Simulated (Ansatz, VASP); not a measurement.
## As in VASP and in Ansatz

```xyz
2
Lattice="1.8933 1.0931 3.5373 -1.8933 1.0931 3.5373 0.0000 -2.1861 3.5373" Properties=species:S:1:pos:R:3 pbc="T T T"
As    0.0000    0.0000    2.3983
As    0.0000    0.0000    8.2137
```

Alike in both runs: task single point; functional PBE0; k mesh 4 × 4 × 4; occupations fermi-dirac, width 0.05 eV; no spin polarisation.

|  | VASP | Ansatz |
| --- | --- | --- |
| version | VASP 6.6.1 | Ansatz 0.2.0 |
| potentials or method | VASP PAW PBE potentials, release 64 (As) | Ansatz PAW |
| plane-wave cutoff (eV) | 520 | 420 |
| valence electrons in the cell | 10 | 30 |

Ansatz gave:

```
gap on the k mesh at the Fermi level (eV)                     : 0.97
least direct gap on the mesh (eV)                             : 1.09
pressure (GPa)                                                : -0.7
traceless stress, the component that is largest in VASP (GPa) : -0.95
rms of the force components (eV/Å)                            : 0.194
```

Question: What did VASP give for the same quantities?

Answer: gap on the k mesh at the Fermi level (eV): 1.10; least direct gap on the mesh (eV): 1.16; pressure (GPa): -1.1; traceless stress, the component that is largest in VASP (GPa): -0.96; rms of the force components (eV/Å): 0.190.

Atom by atom the forces differ by 0.005 eV/Å (rms over components). VASP's potentials hold 10 valence electrons a cell and Ansatz's 30, so a difference there can come from the potentials and not from the codes.

The k mesh is coarse, so the values compare programs but aren't converged.
